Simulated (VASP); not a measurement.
## Si4O7 (a cell with a defect): single point with PBEsol

System: Si4O7 (a cell with a defect).

```
CELL_PARAMETERS angstrom
5.02807 0.00000 0.00000
0.00000 5.02807 0.00000
0.00000 0.00000 7.00887
ATOMIC_POSITIONS crystal
Si 0.29807 0.29807 0.00000
Si 0.20193 0.79807 0.25000
Si 0.70193 0.70193 0.50000
Si 0.79807 0.20193 0.75000
O 0.39805 0.73956 0.42838
O 0.76044 0.89805 0.67838
O 0.60195 0.26044 0.92838
O 0.73956 0.39805 0.57162
O 0.89805 0.76044 0.32162
O 0.25448 0.61483 0.10207
O 0.10195 0.23956 0.82162
```

This cell differs from its parent crystal: atoms taken out, atom 10 moved 0.000 of the way to it and +0.225 Å across, host rigid.

| Quantity | Value |
| --- | --- |
| Program | VASP 6.6.1 |
| Task | single point |
| Functional | PBEsol |
| Potentials or basis | VASP PAW PBE potentials, release 64 (Si, O) |
| Cutoff | 520 eV |
| k mesh | 4 × 4 × 4 |
| Occupations | gaussian, width 0.05 eV |
| Spin | no spin polarisation |

The pressure is 3.4 GPa and the largest force is 14.530 eV/Å. The band gap on the k mesh is 2.45 eV.

Forces on the atoms (eV/Å):
```
Si   -0.755  -0.799   3.050
Si   -1.633   8.870   6.677
Si   -0.117   0.163  -0.205
Si   -0.053  -0.107  -0.314
O     0.266   0.297   0.801
O     0.067   0.110   0.210
O     0.050   0.514   0.004
O    -0.001  -0.074   0.057
O    -0.516   0.291   0.397
O     2.631  -9.786 -10.413
O     0.060   0.520  -0.264
```

Stress tensor (GPa, compression positive):
```
 2.54 -2.21 -1.28
-2.21 -0.19  8.69
-1.28  8.69  7.91
```

Levels at points of the mesh, in eV from the valence-band top:
```
           k point  band 25  band 26  band 27  band 28  band 29  band 30  band 31  band 32  band 33  band 34
(0.00, 0.00, 0.00)    -3.50    -3.00    -2.91    -2.63    -1.33     3.70     4.04     5.60     6.07     6.39
(0.50, 0.00, 0.00)    -3.61    -3.45    -3.16    -2.89    -1.04     3.78     4.33     5.80     5.96     6.51
(0.00, 0.50, 0.00)    -3.48    -3.24    -3.00    -2.85    -0.06     2.45     4.99     5.20     5.68     5.82
(0.50, 0.50, 0.00)    -3.60    -3.36    -3.08    -3.03    -0.08     2.73     4.62     5.27     6.10     6.36
(0.00, 0.00, 0.50)    -3.37    -3.10    -2.93    -2.83    -1.07     2.99     4.83     5.52     5.91     6.33
(0.50, 0.00, 0.50)    -3.52    -3.45    -2.98    -2.82    -1.19     3.84     4.93     5.33     5.80     6.35
(0.00, 0.50, 0.50)    -3.52    -3.41    -2.97    -2.67    -0.13     2.56     4.84     5.30     5.55     6.11
(0.50, 0.50, 0.50)    -3.61    -3.32    -3.14    -3.07     0.00     2.66     4.72     5.22     6.10     6.82
```

Run time: 5.5 min on 1 thread of Oxide Virtual Turin-like Processor (shared host), peak memory 0.35 GiB.

Caveat: the cell differs from its parent crystal (atoms taken out, atom 10 moved 0.000 of the way to it and +0.225 Å across, host rigid); the PAW data sets were made with another functional, which shifts forces and pressure a little.
